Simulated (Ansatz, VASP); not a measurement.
# One calculation of HRh6, two programs

File INCAR:

```
PREC     = Accurate       # precision mode
ENCUT    = 520            # plane-wave cutoff, eV
EDIFF    = 1E-7           # SCF threshold, eV
ISMEAR   = 0              # smearing method
SIGMA    = 0.1            # smearing width, eV
LREAL    = F              # projectors in reciprocal space
LASPH    = T              # aspherical terms in the spheres
NELM     = 60             # most SCF steps
ALGO     = Normal         # electronic algorithm
ISIF     = 2              # what is computed and relaxed
LWAVE    = F              # write WAVECAR
LCHARG   = F              # write CHGCAR
LDIPOL   = T            
IDIPOL   = 3            
DIPOL    = 0.5 0.5 0.295
GGA      = PE             # functional
NBANDS   = 104            # bands
```

KPOINTS

```
regular mesh
0
Gamma
  5 5 1
```

File POSCAR:

```
HRh6
1.0
    5.4163401145      0.0000000000      0.0000000000
    0.0000000000      5.4163401145      0.0000000000
    0.0000000000      0.0000000000     21.6737367085
Rh H
12 2
Direct
    0.2500000000      0.2500000000      0.1845551625
    0.2500000000      0.7500000000      0.1845551625
    0.7500000000      0.2500000000      0.1845551625
    0.7500000000      0.7500000000      0.1845551625
    0.0000000000      0.0000000000      0.2693761947
    0.0000000000      0.5000000000      0.2693761947
    0.5000000000      0.0000000000      0.2693761947
    0.5000000000      0.5000000000      0.2693761947
    0.2500000000      0.2500000000      0.3540569313
    0.2500000000      0.7500000000      0.3540569313
    0.7500000000      0.2500000000      0.3540569313
    0.7500000000      0.7500000000      0.3540569313
    0.4151641163      0.5000000000      0.4486414521
    0.5848358837      0.5000000000      0.4486414521
```

Input for Ansatz:

```yaml
crystal:
  lattice:
    - [5.4163401145, 0.0, 0.0]
    - [0.0, 5.4163401145, 0.0]
    - [0.0, 0.0, 21.6737367085]
  atoms:
    - { symbol: Rh, position: [0.25, 0.25, 0.1845551625] }
    - { symbol: Rh, position: [0.25, 0.75, 0.1845551625] }
    - { symbol: Rh, position: [0.75, 0.25, 0.1845551625] }
    - { symbol: Rh, position: [0.75, 0.75, 0.1845551625] }
    - { symbol: Rh, position: [0.0, 0.0, 0.2693761947] }
    - { symbol: Rh, position: [0.0, 0.5, 0.2693761947] }
    - { symbol: Rh, position: [0.5, 0.0, 0.2693761947] }
    - { symbol: Rh, position: [0.5, 0.5, 0.2693761947] }
    - { symbol: Rh, position: [0.25, 0.25, 0.3540569313] }
    - { symbol: Rh, position: [0.25, 0.75, 0.3540569313] }
    - { symbol: Rh, position: [0.75, 0.25, 0.3540569313] }
    - { symbol: Rh, position: [0.75, 0.75, 0.3540569313] }
    - { symbol: H, position: [0.4151641163, 0.5, 0.4486414521] }
    - { symbol: H, position: [0.5848358837, 0.5, 0.4486414521] }
basis:
  ecutwfc: 420
kpoints:
  mp_grid: { grid: [5, 5, 1] }
hamiltonian:
  xc: pbe
scf:
  occupations: { method: gaussian, width: 0.1 }
output:
  forces: true
  eigenvalues: true
efield:
  axis: 3
  dipole_correction: true
  ramp_width: 0.04
```

Alike in both runs: task single point; functional PBE; k mesh 5 × 5 × 1; occupations gaussian, width 0.1 eV; no spin polarisation.

```csv
,VASP,Ansatz
version,VASP 6.6.1,Ansatz 0.2.0
potentials or method,"VASP PAW PBE potentials, release 64 (Rh_pv, H), cutoff 520 eV","scalar-relativistic, plane waves, PAW"
valence electrons in the cell,182,206
```

Ansatz gave:

```
gap on the k mesh at the Fermi level (eV) : none
rms of the force components (eV/Å)        : 0.522
```

Task: Estimate VASP's values.

Result: gap on the k mesh at the Fermi level (eV): none; rms of the force components (eV/Å): 0.523.

Atom by atom the forces differ by 0.001 eV/Å (rms over components). A gap of «none» marks a metal or a gap that the smearing closes. VASP's potentials hold 182 valence electrons a cell and Ansatz's 206, so a difference there can come from the potentials and not from the codes.
